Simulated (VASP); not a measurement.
# C (Fd-3m) in VASP: further runs

The runs below take C through single point, with BLYP+D4, r2SCAN+rVV10.

Everything below comes from runs of VASP 6.6.1. Logs are shortened: lines on timing, memory, paths and dates and some standing lists are left out, and cuts for length are marked.

**1. The cell of the first run**

It takes space group Fd-3m (No. 227, cubic). Conventional cell: a = 3.637 Å, b = 3.637 Å, c = 3.637 Å, α = 90.00°, β = 90.00°, γ = 90.00°. Within 2.1 Å of C (site symmetry -43m) lie 4 C at 1.57 Å.

**2. Single point, BLYP+D4**

INCAR reads:

```
PREC = Accurate
ENCUT = 520
EDIFF = 1E-6
ISMEAR = -1
SIGMA = 0.05
LREAL = F
LASPH = T
NELM = 60
ALGO = Normal
ISIF = 2
LWAVE = F
LCHARG = T
GGA = B5
ALDAX = 1.0
AGGAX = 1.0
AGGAC = 1.0
ALDAC = 0.0
IVDW = 13
VDW_S6 = 1.0
VDW_S8 = 2.34076671
VDW_A1 = 0.44488865
VDW_A2 = 4.0933009
LELF = T
LVHAR = T
NBANDS = 11
```

KPOINTS reads:

```
regular mesh
0
Gamma
  13 13 13
```

POSCAR reads:

```
C
1.0
    0.0000000000      1.8183469191      1.8183469191
    1.8183469191      0.0000000000      1.8183469191
    1.8183469191      1.8183469191      0.0000000000
C
2
Direct
    0.7500000000      0.7500000000      0.7500000000
    0.5000000000      0.5000000000      0.5000000000
```

Potentials or basis: VASP PAW PBE potentials, release 64 (C).

On the command line:

```sh
$ cat potpaw_PBE.64/C/POTCAR > POTCAR
$ mpirun -np 1 vasp_std > vasp.out
```

OUTCAR:

```text
PREC = Accurate
   ENCUT = 520
   EDIFF = 1E-6
   ISMEAR = -1
   LREAL = F
   LASPH = T
   NELM = 60
   ISIF = 2
   GGA = B5
   IVDW = 13

 ion  position               nearest neighbor table
   1  0.750  0.750  0.750-   2 1.57   2 1.57   2 1.57   2 1.57
   2  0.500  0.500  0.500-   1 1.57   1 1.57   1 1.57   1 1.57

  LATTYP: Found a face centered cubic cell.
 ALAT       =     3.6366938382

  Lattice vectors:

 A1 = (   0.0000000000,   1.8183469191,   1.8183469191)
 A2 = (   1.8183469191,   0.0000000000,   1.8183469191)
 A3 = (   1.8183469191,   1.8183469191,   0.0000000000)

Analysis of symmetry for initial positions (statically):
=====================================================================
 Subroutine PRICEL returns:
 Original cell was already a primitive cell.

 Routine SETGRP: Setting up the symmetry group for a
 face centered cubic supercell.

 Subroutine GETGRP returns: Found 48 space group operations
 (whereof 24 operations were pure point group operations)
 out of a pool of 48 trial point group operations.

The static configuration has the point symmetry T_d .
 The point group associated with its full space group is O_h .

Analysis of symmetry for dynamics (positions and initial velocities):
=====================================================================
 Subroutine PRICEL returns:
 Original cell was already a primitive cell.

 Routine SETGRP: Setting up the symmetry group for a
 face centered cubic supercell.

 Subroutine GETGRP returns: Found 48 space group operations
 (whereof 24 operations were pure point group operations)
 out of a pool of 48 trial point group operations.

The dynamic configuration has the point symmetry T_d .
 The point group associated with its full space group is O_h .

 Subroutine INISYM returns: Found 48 space group operations
 (whereof 24 operations are pure point group operations),
 and found     1 'primitive' translations

----------------------------------------------------------------------------------------

                                     Primitive cell

  volume of cell :      12.0243

  direct lattice vectors                    reciprocal lattice vectors
     0.000000000  1.818346919  1.818346919    -0.274975031  0.274975031  0.274975031
     1.818346919  0.000000000  1.818346919     0.274975031 -0.274975031  0.274975031
     1.818346919  1.818346919  0.000000000     0.274975031  0.274975031 -0.274975031

  length of vectors
     2.571530874  2.571530874  2.571530874     0.476270724  0.476270724  0.476270724

  position of ions in fractional coordinates (direct lattice)
     0.750000000  0.750000000  0.750000000
     0.500000000  0.500000000  0.500000000

  ion indices of the primitive-cell ions
   primitive index   ion index
                 1           1
                 2           2

----------------------------------------------------------------------------------------

 KPOINTS: regular mesh

Automatic generation of k-mesh.
 Grid dimensions read from file:
 generate k-points for:   13   13   13

 Generating k-lattice:

  Cartesian coordinates                     Fractional coordinates (reciprocal lattice)
    -0.021151925  0.021151925  0.021151925     0.076923077  0.000000000  0.000000000
     0.021151925 -0.021151925  0.021151925     0.000000000  0.076923077  0.000000000
     0.021151925  0.021151925 -0.021151925     0.000000000  0.000000000  0.076923077

  Length of vectors
     0.036636210  0.036636210  0.036636210

  Shift w.r.t. Gamma in fractional coordinates (k-lattice)
     0.000000000  0.000000000  0.000000000

 Subroutine IBZKPT returns following result:
 ===========================================

 Found     84 irreducible k-points:

 Following reciprocal coordinates:
            Coordinates               Weight
  0.000000  0.000000  0.000000      1.000000
  0.076923  0.000000  0.000000      8.000000
  0.153846  0.000000  0.000000      8.000000
  0.230769  0.000000  0.000000      8.000000
  0.307692  0.000000  0.000000      8.000000
  0.384615  0.000000  0.000000      8.000000
[... 16 lines left out ...]
  0.384615  0.153846  0.000000     24.000000
  0.461538  0.153846  0.000000     24.000000
 [... further k-points ...]
   k-points           NKPTS =     84   k-points in BZ     NKDIM =     84   number of bands    NBANDS=     11
   number of dos      NEDOS =    301   number of ions     NIONS =      2
   total plane-waves  NPLWV =   8000
   dimension x,y,z NGX =    20 NGY =   20 NGZ =   20
   dimension x,y,z NGXF=    40 NGYF=   40 NGZF=   40
   ions per type =               2
   NGX,Y,Z   is equivalent  to a cutoff of  12.93, 12.93, 12.93 a.u.
   NGXF,Y,Z  is equivalent  to a cutoff of  25.86, 25.86, 25.86 a.u.
 SYSTEM =  unknown system
   PREC   = accura    normal or accurate (medium, high low for compatibility)
   ISTART =      0    job   : 0-new  1-cont  2-samecut
   ICHARG =      2    charge: 1-file 2-atom 10-const
   ISPIN  =      1    spin polarized calculation?
[... 20 lines left out ...]
   ISMEAR =    -1;   SIGMA  =   0.05  broadening in eV -4-tet -1-fermi 0-gaus
   EFERMI_NEDOS =   21; number of points for ismear=-14 and -15
   IALGO  =     38    algorithm
   IMIX   =      4    mixing-type and parameters
     AMIX     =   0.40;   BMIX     =  1.00
     AMIX_MAG =   1.60;   BMIX_MAG =  1.00
  volume/ion in A,a.u.               =       6.01        40.57
  Fermi-wavevector in a.u.,A,eV,Ry     =   1.429173  2.700745 27.790375  2.042535
  Thomas-Fermi vector in A             =   2.549155
   LORBIT       =      0    0 simple, 1 ext, 2 COOP (PROOUT), +10 PAW based schemes
   GGA     = B5    functional components
   LHFCALC =     F    Hartree Fock is set to
   AEXX    =    0.0000 exact exchange contribution
   IVDW    =    13    specifies the selected vdW correction
   LEPSILON=     F    determine dielectric tensor
   LRPA    =     F    only Hartree local field effects (RPA)
 non-spin polarized calculation
  energy-cutoff  :      520.00
  volume of cell :       12.02
 maximum number of plane-waves:       332
   NGX =  9   NGY =  9   NGZ =  9

 number of electron       8.0000001 magnetization

 Free energy of the ion-electron system (eV)
  ---------------------------------------------------
  ext. energy  EPLUGINS =         0.00000000
  ---------------------------------------------------
  free energy    TOTEN  =       -16.71638538 eV

  energy without entropy =      -16.71638538  energy(sigma->0) =      -16.71638538

 E-fermi :  10.1912     XC(G=0): -12.2651

 val. band max:        9.1901464190   @ k =   0.0000   0.0000   0.0000
 cond. band min:      13.5161152073   @ k =   0.3846   0.3846   0.0000
 fundamental gap:      4.3259687884
 Fermi energy:        10.1912132466

 k-point     1 :       0.0000    0.0000    0.0000
  band No.  band energies     occupation
      1     -11.2477      2.00000
      2       9.1901      2.00000
      3       9.1901      2.00000
      4       9.1901      2.00000
      5      14.7612      0.00000
      6      14.7612      0.00000
      7      14.7612      0.00000
      8      21.2966      0.00000
      9      28.2507      0.00000
     10      35.4809      0.00000
     11      35.4809      0.00000

 k-point     2 :       0.0769    0.0000    0.0000
  band No.  band energies     occupation
      1     -11.0915      2.00000
      2       8.2092      2.00000
      3       8.9387      2.00000
      4       8.9387      2.00000
      5      15.0928      0.00000
      6      15.0928      0.00000
      7      15.3133      0.00000
      8      21.4664      0.00000
      9      28.5038      0.00000
     10      33.6753      0.00000
     11      33.6753      0.00000

 k-point     3 :       0.1538    0.0000    0.0000
  band No.  band energies     occupation
      1     -10.6250      2.00000
      2       6.0869      2.00000
      3       8.3628      2.00000
      4       8.3628      2.00000
      5      15.8571      0.00000
      6      15.8571      0.00000
      7      16.2043      0.00000
      8      21.9735      0.00000
      9      29.0697      0.00000
     10      32.1652      0.00000
     11      32.1652      0.00000
[... 267 lines left out ...]
 k-point    23 :       0.3846    0.1538    0.0000
  band No.  band energies     occupation
      1      -7.8526      2.00000
      2       0.7207      2.00000
      3       5.6298      2.00000
      4       5.6835      2.00000
      5      15.8264      0.00000
      6      19.3239      0.00000
      7      19.5517      0.00000
      8      21.5878      0.00000
      9      29.9159      0.00000
     10      30.3979      0.00000
     11      35.7769      0.00000

 k-point    24 :       0.4615    0.1538    0.0000
  band No.  band energies     occupation
      1      -6.5132      2.00000
      2      -1.3777      2.00000
      3       5.0388      2.00000
      4       5.5861      2.00000
      5      16.2721      0.00000
      6      19.4606      0.00000
      7      19.4774      0.00000
      8      22.7337      0.00000
      9      29.3514      0.00000
     10      31.5967      0.00000
     11      35.7486      0.00000

 [... further k-points ...]

------------------------ aborting loop because EDIFF is reached ----------------------------------------

  DFT-D4 for vdW energy calculation

  Edisp (eV):   -0.78761

  FORCE on cell =-STRESS in cart. coord.  units (eV):
  Direction    XX          YY          ZZ          XY          YZ          ZX
  --------------------------------------------------------------------------------------
  -------------------------------------------------------------------------------------
  Total      -1.60713    -1.60713    -1.60713     0.00000     0.00000    -0.00000
  in kB    -214.14226  -214.14226  -214.14226     0.00000     0.00000    -0.00000
  external pressure =     -214.14 kB  Pullay stress =        0.00 kB

 VOLUME and BASIS-vectors are now :
 -----------------------------------------------------------------------------
  energy-cutoff  :      520.00
  volume of cell :       12.02
      direct lattice vectors                 reciprocal lattice vectors
     0.000000000  1.818346919  1.818346919    -0.274975031  0.274975031  0.274975031
     1.818346919  0.000000000  1.818346919     0.274975031 -0.274975031  0.274975031
     1.818346919  1.818346919  0.000000000     0.274975031  0.274975031 -0.274975031

 POSITION                                       TOTAL-FORCE (eV/Angst)
 -----------------------------------------------------------------------------------
      2.72752      2.72752      2.72752        -0.000000     -0.000000      0.000000
      1.81835      1.81835      1.81835         0.000000      0.000000     -0.000000
 -----------------------------------------------------------------------------------
    total drift:                                0.000000     -0.000000      0.000000

  FREE ENERGIE OF THE ION-ELECTRON SYSTEM (eV)
  ---------------------------------------------------
  free  energy   TOTEN  =       -17.5039945841 eV

  energy  without entropy=      -17.5039945841  energy(sigma->0) =      -17.50399458
```

It took 9.7 s on 1 thread of Intel Xeon 6975P-C (Granite Rapids), shared host; peak memory 0.11 GiB.

What came out:

| Item | Value |
| --- | --- |
| Free energy | -17.5040 eV |
| Pressure | -21.4 GPa |
| Band gap on the k mesh | 4.33 eV, indirect (least direct gap 5.57 eV) |
| Dispersion energy per atom | -0.394 eV |

Caveat: the PAW data sets were made with another functional, which shifts forces and pressure a little.

**3. Single point, r2SCAN+rVV10**

This run uses another cell than the first one, of 5.33 Å³/atom, 0.887 times its volume.

POSCAR reads:

```
C
1.0
    0.0000000000      1.7469644787      1.7469644787
    1.7469644787      0.0000000000      1.7469644787
    1.7469644787      1.7469644787      0.0000000000
C
2
Direct
    0.7500000000      0.7500000000      0.7500000000
    0.5000000000      0.5000000000      0.5000000000
```

INCAR.step1 reads:

```
SYSTEM = C
ALGO = Normal
EDIFF = 1E-4
ENCUT = 520
GGA = PE
ISMEAR = -1
LASPH = .TRUE.
LCHARG = .FALSE.
LREAL = .FALSE.
LWAVE = .TRUE.
NBANDS = 11
NELM = 100
PREC = Accurate
SIGMA = 0.05
```

INCAR.step2 reads:

```
SYSTEM = C
ALGO = Normal
BPARAM = 11.95
CPARAM = 0.0093
EDIFF = 1E-6
ENCUT = 520
ISIF = 2
ISMEAR = -1
ISTART = 1
IVDW_NL = 2
LASPH = .TRUE.
LCHARG = .FALSE.
LMIXTAU = .TRUE.
LREAL = .FALSE.
LUSE_VDW = .TRUE.
LWAVE = .FALSE.
METAGGA = R2SCAN
NBANDS = 11
NELM = 100
PREC = Accurate
SIGMA = 0.05
```

KPOINTS reads:

```
k-points
0
G
  13 13 13
  0 0 0
```

Potentials or basis: VASP PAW PBE potentials, release 64 (C).

On the command line:

```sh
$ cat potpaw_PBE.64/C/POTCAR > POTCAR
$ cp INCAR.step1 INCAR
$ mpirun -np 1 vasp_std > vasp.out
$ cp INCAR.step2 INCAR
$ mpirun -np 1 vasp_std > vasp.out
```

Run time: 26 s. Hardware: 1 thread of Intel Xeon 6975P-C (Granite Rapids), shared host; peak memory 0.16 GiB.

It converged, with:

| Property | Result |
| --- | --- |
| Free energy | -19.5263 eV |
| Pressure | 28.7 GPa |
| Band gap on the k mesh | 4.45 eV, indirect (least direct gap 6.00 eV) |

Levels at points of the mesh, in eV from the valence-band top:
```csv
k point,band 1,band 2,band 3,band 4,band 5,band 6,band 7,band 8,band 9
"(0.00, 0.00, 0.00)",-23.59,0.00,0.00,0.00,6.00,6.00,6.00,15.32,21.19
```

Caveat: the PAW data sets were made with another functional, which shifts forces and pressure a little. r2SCAN opens gaps a little over a GGA but as a rule still falls short of measured ones.

**4. Single point, r2SCAN+rVV10**

This run uses another cell than the first one, of 5.44 Å³/atom, 0.906 times its volume.

POSCAR reads:

```
C
1.0
    0.0000000000      1.7592674508      1.7592674508
    1.7592674508      0.0000000000      1.7592674508
    1.7592674508      1.7592674508      0.0000000000
C
2
Direct
    0.7500000000      0.7500000000      0.7500000000
    0.5000000000      0.5000000000      0.5000000000
```

INCAR.step1 reads:

```
PREC     = Accurate       # precision mode
ENCUT    = 520            # plane-wave cutoff, eV
ISMEAR   = -1             # smearing method
SIGMA    = 0.05           # smearing width, eV
LREAL    = False          # projectors in reciprocal space
LASPH    = True           # aspherical terms in the spheres
NELM     = 100            # most SCF steps
NBANDS   = 11             # bands
GGA      = PE             # functional
ALGO     = Normal         # electronic algorithm
EDIFF    = 1E-4           # SCF threshold, eV
LWAVE    = True           # write WAVECAR
LCHARG   = False          # write CHGCAR
```

INCAR.step2 reads:

```
PREC     = Accurate       # precision mode
ENCUT    = 520            # plane-wave cutoff, eV
EDIFF    = 1E-6           # SCF threshold, eV
ISMEAR   = -1             # smearing method
SIGMA    = 0.05           # smearing width, eV
LREAL    = False          # projectors in reciprocal space
LASPH    = True           # aspherical terms in the spheres
NELM     = 100            # most SCF steps
ALGO     = Normal         # electronic algorithm
ISIF     = 2              # what is computed and relaxed
LWAVE    = False          # write WAVECAR
LCHARG   = False          # write CHGCAR
METAGGA  = R2SCAN         # meta-GGA
LMIXTAU  = True         
LUSE_VDW = True         
IVDW_NL  = 2            
BPARAM   = 11.95        
CPARAM   = 0.0093       
NBANDS   = 11             # bands
ISTART   = 1
```

KPOINTS reads:

```
Automatic mesh
0
Gamma
  13 13 13
```

On the command line:

```sh
$ cat potpaw_PBE.64/C/POTCAR > POTCAR
$ cp INCAR.step1 INCAR
$ mpirun -np 1 vasp_std > vasp.out
$ cp INCAR.step2 INCAR
$ mpirun -np 1 vasp_std > vasp.out
```

Wall time 31 s (1 thread of Intel Xeon 6975P-C (Granite Rapids), shared host); peak memory 0.17 GiB.

The run converged. Its results:

- Free energy: -19.5592 eV
- Pressure: 17.4 GPa
- Band gap on the k mesh: 4.40 eV, indirect (least direct gap 5.94 eV)

Levels at points of the mesh, in eV from the valence-band top:
```csv
k point,band 1,band 2,band 3,band 4,band 5,band 6,band 7,band 8,band 9
"(0.00, 0.00, 0.00)",-23.29,0.00,0.00,0.00,5.94,5.94,5.94,14.80,20.88
```

Caveat: the PAW data sets were made with another functional, which shifts forces and pressure a little. A k mesh can miss the band edges.

**5. Single point, r2SCAN+rVV10**

This run uses another cell than the first one, of 5.56 Å³/atom, 0.925 times its volume.

POSCAR reads:

```
C
1.0
    0.0000000000      1.7714007132      1.7714007132
    1.7714007132      0.0000000000      1.7714007132
    1.7714007132      1.7714007132      0.0000000000
C
2
Direct
    0.7500000000      0.7500000000      0.7500000000
    0.5000000000      0.5000000000      0.5000000000
```

INCAR.step1 reads:

```
ALGO = Normal
EDIFF = 1E-4
ENCUT = 520
GGA = PE
ISMEAR = -1
LASPH = True
LCHARG = False
LREAL = False
LWAVE = True
NBANDS = 11
NELM = 60
PREC = Accurate
SIGMA = 0.05
```

INCAR.step2 reads:

```
ALGO = Normal
BPARAM = 11.95
CPARAM = 0.0093
EDIFF = 1E-7
ENCUT = 520
ISIF = 2
ISMEAR = -1
ISTART = 1
IVDW_NL = 2
LASPH = True
LCHARG = False
LMIXTAU = True
LREAL = False
LUSE_VDW = True
LWAVE = False
METAGGA = R2SCAN
NBANDS = 11
NELM = 60
PREC = Accurate
SIGMA = 0.05
```

KPOINTS reads:

```
k-points
0
Gamma
  13 13 13
```

On the command line:

```sh
$ cat potpaw_PBE.64/C/POTCAR > POTCAR
$ cp INCAR.step1 INCAR
$ mpirun -np 1 vasp_std > vasp.out
$ cp INCAR.step2 INCAR
$ mpirun -np 1 vasp_std > vasp.out
```

Run time: 33 s. Hardware: 1 thread of Intel Xeon 6975P-C (Granite Rapids), shared host; peak memory 0.17 GiB.

The run converged. Its results:

| Item | Value |
| --- | --- |
| Free energy | -19.5770 eV |
| Pressure | 7.1 GPa |
| Band gap on the k mesh | 4.35 eV, indirect (least direct gap 5.88 eV) |

Levels at points of the mesh, in eV from the valence-band top:
```csv
k point,band 2,band 3,band 4,band 5,band 6,band 7
"(0.00, 0.00, 0.00)",0.00,0.00,0.00,5.88,5.88,5.88
```

Caveat: the PAW data sets were made with another functional, which shifts forces and pressure a little. r2SCAN opens gaps a little over a GGA but as a rule still falls short of measured ones.

**6. Single point, r2SCAN+rVV10**

This run uses another cell than the first one, of 5.67 Å³/atom, 0.943 times its volume.

POSCAR reads:

```
C
1.0
    0.0000000000      1.7833700000      1.7833700000
    1.7833700000      0.0000000000      1.7833700000
    1.7833700000      1.7833700000      0.0000000000
C
2
Direct
    0.7500000000      0.7500000000      0.7500000000
    0.5000000000      0.5000000000      0.5000000000
```

INCAR.step1 reads:

```
SYSTEM = C
PREC = Accurate
ENCUT = 520
ISMEAR = -1
SIGMA = 0.05
LREAL = .False.
LASPH = .True.
NELM = 80
NBANDS = 11
GGA = PE
ALGO = Normal
EDIFF = 1E-4
LWAVE = .True.
LCHARG = .False.
```

INCAR.step2 reads:

```
SYSTEM = C
PREC = Accurate
ENCUT = 520
EDIFF = 1E-7
ISMEAR = -1
SIGMA = 0.05
LREAL = .False.
LASPH = .True.
NELM = 80
ALGO = Normal
ISIF = 2
LWAVE = .False.
LCHARG = .False.
METAGGA = R2SCAN
LMIXTAU = .True.
LUSE_VDW = .True.
IVDW_NL = 2
BPARAM = 11.95
CPARAM = 0.0093
NBANDS = 11
ISTART = 1
```

KPOINTS reads:

```
Automatic mesh
0
Gamma
  13 13 13
  0 0 0
```

Potentials or basis: VASP PAW PBE potentials, release 64 (C).

On the command line:

```sh
$ cat potpaw_PBE.64/C/POTCAR > POTCAR
$ cp INCAR.step1 INCAR
$ mpirun -np 1 vasp_std > vasp.out
$ cp INCAR.step2 INCAR
$ mpirun -np 1 vasp_std > vasp.out
```

Run time: 32 s. Hardware: 1 thread of Intel Xeon 6975P-C (Granite Rapids), shared host; peak memory 0.17 GiB.

The run converged. Its results:

```
Free energy            : -19.5808 eV
Pressure               : -2.2 GPa
Band gap on the k mesh : 4.31 eV, indirect (least direct gap 5.83 eV)
```

Levels at points of the mesh, in eV from the valence-band top:
```
           k point  band 2  band 3  band 4  band 5  band 6  band 7
(0.00, 0.00, 0.00)    0.00    0.00    0.00    5.83    5.83    5.83
```

Caveat: the PAW data sets were made with another functional, which shifts forces and pressure a little.

**7. The runs side by side**

| level | cell | gap on the mesh (eV) | pressure (GPa) |
| --- | --- | --- | --- |
| BLYP+D4 | a = 2.572 Å, angles 60.0°, 2 atoms | 4.33 | -21.4 |
| r2SCAN+rVV10 | a = 2.471 Å, angles 60.0°, 2 atoms | 4.45 | 28.7 |
| r2SCAN+rVV10 | a = 2.488 Å, angles 60.0°, 2 atoms | 4.40 | 17.4 |
| r2SCAN+rVV10 | a = 2.505 Å, angles 60.0°, 2 atoms | 4.35 | 7.1 |
| r2SCAN+rVV10 | a = 2.522 Å, angles 60.0°, 2 atoms | 4.31 | -2.2 |

Alike in all rows: task single point; potentials or basis VASP PAW PBE potentials, release 64 (C); no spin polarisation; k mesh 13 × 13 × 13; cutoff (eV) 520; smearing fermi-dirac 0.05 eV.

Caveats: the PAW data sets were made with another functional, which shifts forces and pressure a little.

Absolute energies hang on the potentials; compare differences alone.
